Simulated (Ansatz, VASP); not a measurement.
BN: VASP beside Ansatz

Contents of INCAR:

```
ALGO = Normal
EDIFF = 1E-6
ENCUT = 520
GGA = PS
ISIF = 2
ISMEAR = -1
LASPH = True
LCHARG = False
LREAL = False
LWAVE = False
NBANDS = 16
NELM = 60
PREC = Accurate
SIGMA = 0.05
```

The input KPOINTS:

```
k-points
0
Gamma
  12 12 6
```

Contents of POSCAR:

```
BN
1.0
    2.5194226731      0.0000000000      0.0000000000
   -1.2597113366      2.1818840378      0.0000000000
    0.0000000000      0.0000000000      4.1697283350
N B
2 2
Direct
    0.3333333333      0.6666666667      0.1252760000
    0.6666666667      0.3333333333      0.6252760000
    0.3333333333      0.6666666667      0.4997240000
    0.6666666667      0.3333333333      0.9997240000
```

input.yaml

```yaml
crystal:
  lattice:
    - [2.5194226731, 0.0, 0.0]
    - [-1.2597113366, 2.1818840378, 0.0]
    - [0.0, 0.0, 4.169728335]
  atoms:
    - { symbol: "N", position: [0.3333333333, 0.6666666667, 0.125276] }
    - { symbol: "N", position: [0.6666666667, 0.3333333333, 0.625276] }
    - { symbol: B, position: [0.3333333333, 0.6666666667, 0.499724] }
    - { symbol: B, position: [0.6666666667, 0.3333333333, 0.999724] }
kpoints:
  mp_grid: { grid: [12, 12, 6] }
scf:
  occupations: { method: fermi_dirac, width: 0.05 }
hamiltonian:
  xc: pbesol
  pseudopotentials: { kind: all_electron, lapw: { basis_error: 0.001 } }
output:
  forces: true
  stress: true
  eigenvalues: true
```

Change from the starting cell: volume scaled by 0.96.

Alike in both runs: task single point; functional PBEsol; k mesh 12 × 12 × 6; occupations fermi-dirac, width 0.05 eV; no spin polarisation.

```csv
,VASP,Ansatz
version,VASP 6.6.1,Ansatz 0.2.0
potentials or method,"VASP PAW PBE potentials, release 64 (N, B), cutoff 520 eV","all-electron LAPW, scalar-relativistic"
```

VASP gave:

```
gap on the k mesh at the Fermi level (eV)                     : 4.90
least direct gap on the mesh (eV)                             : 8.34
pressure (GPa)                                                : 10.8
traceless stress, the component that is largest in VASP (GPa) : -0.30
rms of the force components (eV/Å)                            : 0.013
```

Question: Estimate Ansatz's values.

Answer: gap on the k mesh at the Fermi level (eV): 4.91; least direct gap on the mesh (eV): 8.35; pressure (GPa): 10.2; traceless stress, the component that is largest in VASP (GPa): -0.25; rms of the force components (eV/Å): 0.011.

VASP's potentials were made for PBE, not for PBEsol. Atom by atom the forces differ by 0.002 eV/Å (rms over components). Ansatz ran all-electron here, and VASP with PAW potentials.
